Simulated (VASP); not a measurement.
# LiH (Fm-3m) in VASP: a series of runs

Aim: see how the results for LiH move with the level of theory and the settings. Levels: LDA, PBEsol. Tasks: single point.

Program: VASP 6.6.1. These are calculated values, not measurements. Logs are shortened: lines on timing, memory, paths and dates and some standing lists are left out, and cuts for length are marked.

## (1) The cell of the first run

The structure is cubic, space group Fm-3m (No. 225). Conventional cell: a = 4.007 Å, b = 4.007 Å, c = 4.007 Å, α = 90.00°, β = 90.00°, γ = 90.00°. Within 2.7 Å of Li (site symmetry m-3m) lie 6 H at 2.00 Å. Within 2.7 Å of H (site symmetry m-3m) lie 6 Li at 2.00 Å.

## (2) Single point, LDA

The input, INCAR:

```
SYSTEM = LiH
  PREC = Accurate
  ENCUT = 520
  EDIFF = 1E-6
  ISMEAR = 0
  SIGMA = 0.01
  LREAL = .FALSE.
  LASPH = .TRUE.
  NELM = 60
  ALGO = Normal
  ISIF = 2
  LWAVE = .FALSE.
  LCHARG = .FALSE.
  NBANDS = 9
```

The input, KPOINTS:

```
regular mesh
0
G
  10 10 10
  0 0 0
```

The input, POSCAR:

```
LiH
1.0
    0.0000000000      2.0035500380      2.0035500380
    2.0035500380      0.0000000000      2.0035500380
    2.0035500380      2.0035500380      0.0000000000
Li H
1 1
Direct
    0.0000000000      0.0000000000      0.0000000000
    0.5000000000      0.5000000000      0.5000000000
```

Potentials or basis: VASP PAW LDA potentials, release 64 (Li_sv, H).

Command:

```bash
> cat potpaw_LDA.64/Li_sv/POTCAR potpaw_LDA.64/H/POTCAR > POTCAR
> mpirun -np 1 vasp_std > vasp.out
```

OUTCAR:

```text
SYSTEM = LiH
   PREC = Accurate
   ENCUT = 520
   EDIFF = 1E-6
   ISMEAR = 0
   LREAL = .FALSE.
   LASPH = .TRUE.
   NELM = 60
   ISIF = 2

 ion  position               nearest neighbor table
   1  0.000  0.000  0.000-
   2  0.500  0.500  0.500-

  LATTYP: Found a face centered cubic cell.
 ALAT       =     4.0071000760

  Lattice vectors:

 A1 = (   0.0000000000,   2.0035500380,   2.0035500380)
 A2 = (   2.0035500380,   0.0000000000,   2.0035500380)
 A3 = (   2.0035500380,   2.0035500380,   0.0000000000)

Analysis of symmetry for initial positions (statically):
=====================================================================
 Subroutine PRICEL returns:
 Original cell was already a primitive cell.

 Routine SETGRP: Setting up the symmetry group for a
 face centered cubic supercell.

 Subroutine GETGRP returns: Found 48 space group operations
 (whereof 48 operations were pure point group operations)
 out of a pool of 48 trial point group operations.

The static configuration has the point symmetry O_h .

Analysis of symmetry for dynamics (positions and initial velocities):
=====================================================================
 Subroutine PRICEL returns:
 Original cell was already a primitive cell.

 Routine SETGRP: Setting up the symmetry group for a
 face centered cubic supercell.

 Subroutine GETGRP returns: Found 48 space group operations
 (whereof 48 operations were pure point group operations)
 out of a pool of 48 trial point group operations.

The dynamic configuration has the point symmetry O_h .

 Subroutine INISYM returns: Found 48 space group operations
 (whereof 48 operations are pure point group operations),
 and found     1 'primitive' translations

----------------------------------------------------------------------------------------

                                     Primitive cell

  volume of cell :      16.0854

  direct lattice vectors                    reciprocal lattice vectors
     0.000000000  2.003550038  2.003550038    -0.249557032  0.249557032  0.249557032
     2.003550038  0.000000000  2.003550038     0.249557032 -0.249557032  0.249557032
     2.003550038  2.003550038  0.000000000     0.249557032  0.249557032 -0.249557032

  length of vectors
     2.833447637  2.833447637  2.833447637     0.432245458  0.432245458  0.432245458

  position of ions in fractional coordinates (direct lattice)
     0.000000000  0.000000000  0.000000000
     0.500000000  0.500000000  0.500000000

  ion indices of the primitive-cell ions
   primitive index   ion index
                 1           1
                 2           2

----------------------------------------------------------------------------------------

 KPOINTS: regular mesh

Automatic generation of k-mesh.
 Grid dimensions read from file:
 generate k-points for:   10   10   10

 Generating k-lattice:

  Cartesian coordinates                     Fractional coordinates (reciprocal lattice)
    -0.024955703  0.024955703  0.024955703     0.100000000  0.000000000  0.000000000
     0.024955703 -0.024955703  0.024955703     0.000000000  0.100000000  0.000000000
     0.024955703  0.024955703 -0.024955703     0.000000000  0.000000000  0.100000000

  Length of vectors
     0.043224546  0.043224546  0.043224546

  Shift w.r.t. Gamma in fractional coordinates (k-lattice)
     0.000000000  0.000000000  0.000000000

 Subroutine IBZKPT returns following result:
 ===========================================

 Found     47 irreducible k-points:

 Following reciprocal coordinates:
            Coordinates               Weight
  0.000000  0.000000  0.000000      1.000000
  0.100000  0.000000  0.000000      8.000000
  0.200000  0.000000  0.000000      8.000000
  0.300000  0.000000  0.000000      8.000000
  0.400000  0.000000  0.000000      8.000000
  0.500000  0.000000  0.000000      4.000000
[... 16 lines left out ...]
  0.300000  0.300000  0.000000      6.000000
  0.400000  0.300000  0.000000     24.000000
 [... further k-points ...]
   k-points           NKPTS =     47   k-points in BZ     NKDIM =     47   number of bands    NBANDS=      9
   number of dos      NEDOS =    301   number of ions     NIONS =      2
   total plane-waves  NPLWV =  13824
   dimension x,y,z NGX =    24 NGY =   24 NGZ =   24
   dimension x,y,z NGXF=    48 NGYF=   48 NGZF=   48
   ions per type =               1   1
   NGX,Y,Z   is equivalent  to a cutoff of  14.08, 14.08, 14.08 a.u.
   NGXF,Y,Z  is equivalent  to a cutoff of  28.16, 28.16, 28.16 a.u.
 SYSTEM =  LiH
   PREC   = accura    normal or accurate (medium, high low for compatibility)
   ISTART =      0    job   : 0-new  1-cont  2-samecut
   ICHARG =      2    charge: 1-file 2-atom 10-const
   ISPIN  =      1    spin polarized calculation?
   LNONCOLLINEAR =      F non collinear calculations
   LSORBIT =      F    spin-orbit coupling
   LASPH  =      T    aspherical Exc in radial PAW
   ENCUT  =  520.0 eV  38.22 Ry    6.18 a.u.   5.27  5.27  5.27*2*pi/ulx,y,z
   NELM   =     60;   NELMIN=  2; NELMDL= -5     # of ELM steps
   EDIFF  = 0.1E-05   stopping-criterion for ELM
   LREAL  =      F    real-space projection
   EDIFFG = 0.1E-04   stopping-criterion for IOM
   NSW    =      0    number of steps for IOM
   IBRION =     -1    ionic relax: 0-MD 1-quasi-New 2-CG
   NFREE  =      0    steps in history (QN), initial steepest desc. (CG)
   ISIF   =      2    stress and relaxation
   ISYM   =      2    0-nonsym 1-usesym 2-fastsym
   POTIM  = 0.5000    time-step for ionic-motion
   TEBEG  =    0.0;   TEEND  =   0.0 temperature during run
   PSTRESS=    0.0 pullay stress
   NELECT =       4.0000    total number of electrons
   NUPDOWN=      -1.0000    fix difference up-down
   EMIN   =  10.00;   EMAX   =-10.00  energy-range for DOS
   EFERMI =   0.00;   METHOD = LEGACY
   ISMEAR =     0;   SIGMA  =   0.01  broadening in eV -4-tet -1-fermi 0-gaus
   EFERMI_NEDOS =   21; number of points for ismear=-14 and -15
   IALGO  =     38    algorithm
   IMIX   =      4    mixing-type and parameters
     AMIX     =   0.40;   BMIX     =  1.00
     AMIX_MAG =   1.60;   BMIX_MAG =  1.00
  volume/ion in A,a.u.               =       8.04        54.27
  Fermi-wavevector in a.u.,A,eV,Ry     =   1.029480  1.945435 14.419854  1.059829
  Thomas-Fermi vector in A             =   2.163530
   LORBIT       =      0    0 simple, 1 ext, 2 COOP (PROOUT), +10 PAW based schemes
   GGA     = CA    functional components
   LHFCALC =     F    Hartree Fock is set to
   AEXX    =    0.0000 exact exchange contribution
   IVDW    =     0    specifies the selected vdW correction
   LEPSILON=     F    determine dielectric tensor
   LRPA    =     F    only Hartree local field effects (RPA)
 non-spin polarized calculation
 Gauss-broadening in eV      SIGMA  =   0.01
  energy-cutoff  :      520.00
  volume of cell :       16.09
 maximum number of plane-waves:       444
 NGX is ok and might be reduce to    24
   NGX = 11   NGY = 11   NGZ = 11

 number of electron       3.9999996 magnetization

 Free energy of the ion-electron system (eV)
  ---------------------------------------------------
  ext. energy  EPLUGINS =         0.00000000
  ---------------------------------------------------
  free energy    TOTEN  =        -6.48647283 eV

  energy without entropy =       -6.48647283  energy(sigma->0) =       -6.48647283

 E-fermi :   0.3757     XC(G=0):  -8.8101

 val. band max:        0.2110920835   @ k =   0.5000   0.5000   0.0000
 cond. band min:       2.8161588267   @ k =   0.5000   0.5000   0.0000
 fundamental gap:      2.6050667433
 Fermi energy:         0.3757203798

 k-point     1 :       0.0000    0.0000    0.0000
  band No.  band energies     occupation
      1     -43.2560      2.00000
      2      -5.3502      2.00000
      3      16.3540      0.00000
      4      17.6233      0.00000
      5      17.6233      0.00000
      6      17.6233      0.00000
      7      22.4598      0.00000
      8      22.4598      0.00000
      9      22.4598      0.00000

 k-point     2 :       0.1000    0.0000    0.0000
  band No.  band energies     occupation
      1     -43.2511      2.00000
      2      -5.1752      2.00000
      3      14.6710      0.00000
      4      16.8639      0.00000
      5      17.2433      0.00000
      6      17.2433      0.00000
      7      21.9018      0.00000
      8      23.2784      0.00000
      9      23.2784      0.00000

 k-point     3 :       0.2000    0.0000    0.0000
  band No.  band energies     occupation
      1     -43.2379      2.00000
      2      -4.6630      2.00000
      3      11.3221      0.00000
      4      15.6977      0.00000
      5      16.6209      0.00000
      6      16.6209      0.00000
      7      22.7265      0.00000
      8      23.0961      0.00000
      9      23.0961      0.00000

 k-point     4 :       0.3000    0.0000    0.0000
  band No.  band energies     occupation
      1     -43.2216      2.00000
      2      -3.8717      2.00000
      3       8.1600      0.00000
      4      14.6628      0.00000
      5      16.2319      0.00000
      6      16.2319      0.00000
      7      21.0598      0.00000
      8      21.0598      0.00000
      9      24.2743      0.00000
[... 205 lines left out ...]
 k-point    22 :      -0.2000    0.2000    0.0000
  band No.  band energies     occupation
      1     -43.2161      2.00000
      2      -3.5329      2.00000
      3       9.3561      0.00000
      4       9.7168      0.00000
      5      15.9100      0.00000
      6      16.7488      0.00000
      7      21.7161      0.00000
      8      23.7609      0.00000
      9      25.4516      0.00000

 k-point    23 :       0.3000    0.3000    0.0000
  band No.  band energies     occupation
      1     -43.2108      2.00000
      2      -3.1300      2.00000
      3       8.6179      0.00000
      4      12.0310      0.00000
      5      12.0310      0.00000
      6      15.3685      0.00000
      7      17.2865      0.00000
      8      28.5537      0.00000
      9      30.8667      0.00000

 k-point    24 :       0.4000    0.3000    0.0000
  band No.  band energies     occupation
      1     -43.2006      2.00000
      2      -2.2300      2.00000
      3       6.6777      0.00000
      4      10.3095      0.00000
      5      11.5910      0.00000
      6      16.1163      0.00000
      7      17.4216      0.00000
      8      29.5695      0.00000
      9      29.8956      0.00000

 [... further k-points ...]
[... 5 lines left out ...]
  --------------------------------------------------------------------------------------
  -------------------------------------------------------------------------------------
  Total       -0.2872621     -0.2872621     -0.2872621     -0.0000000     -0.0000000      0.0000000
  in kB      -28.6126657    -28.6126657    -28.6126657     -0.0000000     -0.0000000      0.0000000
  external PRESSURE =     -28.6126657 kB  Pullay stress =       0.0000000 kB

 VOLUME and BASIS-vectors are now :
 -----------------------------------------------------------------------------
  energy-cutoff  :      520.00
  volume of cell :       16.09
      direct lattice vectors                 reciprocal lattice vectors
     0.000000000  2.003550038  2.003550038    -0.249557032  0.249557032  0.249557032
     2.003550038  0.000000000  2.003550038     0.249557032 -0.249557032  0.249557032
     2.003550038  2.003550038  0.000000000     0.249557032  0.249557032 -0.249557032

 POSITION                                       TOTAL-FORCE (eV/Angst)
 -----------------------------------------------------------------------------------
      0.00000      0.00000      0.00000        -0.000000     -0.000000      0.000000
      2.00355      2.00355      2.00355         0.000000      0.000000     -0.000000
 -----------------------------------------------------------------------------------
    total drift:                                0.000000     -0.000000     -0.000000

  FREE ENERGIE OF THE ION-ELECTRON SYSTEM (eV)
  ---------------------------------------------------
  free  energy   TOTEN  =        -6.4864728300 eV

  energy  without entropy=       -6.4864728300  energy(sigma->0) =       -6.48647283
```

Run time: 4.1 s. Hardware: 1 thread of Intel Xeon 6975P-C, shared host; peak memory 0.12 GiB.

What came out:

```yaml
Free_energy: -6.4865 eV
Band_gap_on_the_k_mesh: 2.61 eV, direct
```

Caveat: the cutoff is under 1.25 times the usual one of these potentials, so pressure, stress and relaxed cells hold a basis-set (Pulay) error. LDA gaps usually lie below the measured ones, often by a third to a half.

## (3) Single point, PBEsol

This run uses another cell than the first one, of 7.88 Å³/atom, 0.980 times its volume.

The input, INCAR:

```
PREC     = Accurate       # precision mode
ENCUT    = 520            # plane-wave cutoff, eV
EDIFF    = 1E-6           # SCF threshold, eV
ISMEAR   = -1             # smearing method
SIGMA    = 0.02           # smearing width, eV
LREAL    = F              # projectors in reciprocal space
LASPH    = T              # aspherical terms in the spheres
NELM     = 80             # most SCF steps
ALGO     = Normal         # electronic algorithm
ISIF     = 2              # what is computed and relaxed
LWAVE    = F              # write WAVECAR
LCHARG   = T              # write CHGCAR
GGA      = PS             # functional
LELF     = T              # ELF
LVHAR    = T            
NBANDS   = 9              # bands
```

The input, KPOINTS:

```
Automatic mesh
0
Gamma
  10 10 10
```

The input, POSCAR:

```
LiH
1.0
    0.0000000000      1.9899937228      1.9899937228
    1.9899937228      0.0000000000      1.9899937228
    1.9899937228      1.9899937228      0.0000000000
Li H
1 1
Direct
    0.0000000000      0.0000000000      0.0000000000
    0.5000000000      0.5000000000      0.5000000000
```

Potentials or basis: VASP PAW PBE potentials, release 64 (Li_sv, H).

Command:

```bash
> cat potpaw_PBE.64/Li_sv/POTCAR potpaw_PBE.64/H/POTCAR > POTCAR
> mpirun -np 1 vasp_std > vasp.out
```

OUTCAR:

```text
PREC = Accurate
   ENCUT = 520
   EDIFF = 1E-6
   ISMEAR = -1
   LREAL = F
   LASPH = T
   NELM = 80
   ISIF = 2
   GGA = PS

 ion  position               nearest neighbor table
   1  0.000  0.000  0.000-
   2  0.500  0.500  0.500-

  LATTYP: Found a face centered cubic cell.
 ALAT       =     3.9799874456

  Lattice vectors:

 A1 = (   0.0000000000,   1.9899937228,   1.9899937228)
 A2 = (   1.9899937228,   0.0000000000,   1.9899937228)
 A3 = (   1.9899937228,   1.9899937228,   0.0000000000)

Analysis of symmetry for initial positions (statically):
=====================================================================
 Subroutine PRICEL returns:
 Original cell was already a primitive cell.

 Routine SETGRP: Setting up the symmetry group for a
 face centered cubic supercell.

 Subroutine GETGRP returns: Found 48 space group operations
 (whereof 48 operations were pure point group operations)
 out of a pool of 48 trial point group operations.

The static configuration has the point symmetry O_h .

[... 164 lines left out ...]
 fundamental gap:      2.7285194479
 Fermi energy:         0.8605621994

 k-point     1 :       0.0000    0.0000    0.0000
  band No.  band energies     occupation
      1     -43.4263      2.00000
      2      -5.3663      2.00000
      3      16.6409      0.00000
      4      18.2019      0.00000
      5      18.2019      0.00000
      6      18.2020      0.00000
      7      22.8585      0.00000
      8      22.8585      0.00000
      9      22.8585      0.00000
[... 265 lines left out ...]
 k-point    24 :       0.4000    0.3000    0.0000
  band No.  band energies     occupation
      1     -43.3698      2.00000
      2      -2.1906      2.00000
      3       6.8682      0.00000
      4      10.6227      0.00000
      5      11.9832      0.00000
      6      16.4304      0.00000
      7      17.9336      0.00000
      8      30.1236      0.00000
      9      30.4784      0.00000

 [... further k-points ...]

------------------------ aborting loop because EDIFF is reached ----------------------------------------

  FORCE on cell =-STRESS in cart. coord.  units (eV):
  Direction    XX          YY          ZZ          XY          YZ          ZX
  --------------------------------------------------------------------------------------
  -------------------------------------------------------------------------------------
  Total       -0.0174401     -0.0174401     -0.0174401      0.0000000      0.0000000      0.0000000
  in kB       -1.7728564     -1.7728564     -1.7728564      0.0000000      0.0000000      0.0000000
  external PRESSURE =      -1.7728564 kB  Pullay stress =       0.0000000 kB

 VOLUME and BASIS-vectors are now :
 -----------------------------------------------------------------------------
  energy-cutoff  :      520.00
  volume of cell :       15.76
      direct lattice vectors                 reciprocal lattice vectors
     0.000000000  1.989993723  1.989993723    -0.251257074  0.251257074  0.251257074
     1.989993723  0.000000000  1.989993723     0.251257074 -0.251257074  0.251257074
     1.989993723  1.989993723  0.000000000     0.251257074  0.251257074 -0.251257074

 POSITION                                       TOTAL-FORCE (eV/Angst)
 -----------------------------------------------------------------------------------
      0.00000      0.00000      0.00000         0.000000     -0.000000     -0.000000
      1.98999      1.98999      1.98999        -0.000000      0.000000      0.000000
 -----------------------------------------------------------------------------------
    total drift:                                0.000000     -0.000000     -0.000000

  FREE ENERGIE OF THE ION-ELECTRON SYSTEM (eV)
  ---------------------------------------------------
  free  energy   TOTEN  =        -6.1204255844 eV

  energy  without entropy=       -6.1204255844  energy(sigma->0) =       -6.12042558
```

OSZICAR:

```text
N       E                     dE             d eps       ncg     rms          rms(c)
DAV:   1    -0.127147782123E+01   -0.12715E+01   -0.14568E+03   854   0.392E+02
DAV:   2    -0.629928432092E+01   -0.50278E+01   -0.50019E+01  1261   0.562E+01
DAV:   3    -0.634509480140E+01   -0.45810E-01   -0.45802E-01   970   0.498E+00
DAV:   4    -0.634535193585E+01   -0.25713E-03   -0.25712E-03  1198   0.300E-01
DAV:   5    -0.634535247374E+01   -0.53789E-06   -0.53790E-06  1013   0.109E-02    0.270E+00
DAV:   6    -0.617594431714E+01    0.16941E+00   -0.14189E-01   941   0.115E+00    0.135E+00
DAV:   7    -0.611931877390E+01    0.56626E-01   -0.17301E-01   987   0.143E+00    0.202E-01
DAV:   8    -0.612046483015E+01   -0.11461E-02   -0.36271E-03   971   0.420E-01    0.334E-02
DAV:   9    -0.612042779822E+01    0.37032E-04   -0.10348E-04  1073   0.425E-02    0.662E-03
DAV:  10    -0.612042576691E+01    0.20313E-05   -0.42737E-06   992   0.157E-02    0.250E-03
DAV:  11    -0.612042558439E+01    0.18252E-06   -0.12224E-07   665   0.238E-03
   1 F= -.61204256E+01 E0= -.61204256E+01  d E =-.341831E-15
```

Wall time 5.6 s (1 thread of Intel Xeon 6975P-C, shared host); peak memory 0.13 GiB.

What came out:

```yaml
Free_energy: -6.1204 eV
Band_gap_on_the_k_mesh: 2.73 eV, direct
```

Caveat: the cutoff is under 1.25 times the usual one of these potentials, so pressure, stress and relaxed cells hold a basis-set (Pulay) error; the PAW data sets were made with another functional, which shifts forces and pressure a little.
